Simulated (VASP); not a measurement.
GaAs: single point with PBE

Crystal: GaAs.

```
Ga As
1.0
     0.00000    2.75618    2.82685
     2.75618    0.00000    2.82685
     2.75618    2.75618    0.00000
Ga As
1 1
Direct
  0.00000 0.00000 0.00000
  0.75000 0.75000 0.75000
```

This cell differs from its parent crystal: strain -0.025 along x and y, +0.000 along z.

| Item | Value |
| --- | --- |
| Program | VASP 6.6.1 |
| Task | single point |
| Functional | PBE |
| Potentials or basis | VASP PAW PBE potentials, release 64 (Ga_d, As) |
| Cutoff | 520 eV |
| k mesh | 10 × 10 × 10 |
| Occupations | gaussian, width 0.05 eV |
| Spin | no spin polarisation |
| Dipole correction | no |
| Further INCAR settings | ALGO = Normal; EDIFF = 1e-06; NBANDS = 16 |

The pressure is 7.8 GPa and the band gap on the k mesh is 0.85 eV, direct.

Stress tensor (GPa, compression positive):
```
8.32 0.00 0.00
0.00 8.32 0.00
0.00 0.00 6.74
```

Levels at points of the mesh, in eV from the valence-band top:
```csv
k point,band 5,band 6,band 7,band 8,band 9,band 10,band 11,band 12,band 13,band 14
"(0.00, 0.00, 0.00)",-14.87,-13.15,-0.16,0.00,0.00,0.85,3.67,3.67,3.74,7.69
"(0.50, 0.00, 0.00)",-14.86,-11.23,-6.98,-1.38,-1.16,1.08,4.52,4.69,7.75,10.72
"(0.50, 0.50, 0.00)",-14.86,-10.49,-7.22,-2.79,-2.79,1.43,1.73,10.52,10.52,11.26
"(0.50, 0.00, 0.50)",-14.85,-10.38,-7.06,-2.98,-2.96,1.26,1.49,10.40,10.56,11.44
```

Run time: 88 s on 1 thread of AMD EPYC 7R43 64-Core Processor (Zen 3), on a shared host, peak memory 0.18 GiB.

Caveat: the cell differs from its parent crystal (strain -0.025 along x and y, +0.000 along z). A k mesh can miss the band edges.
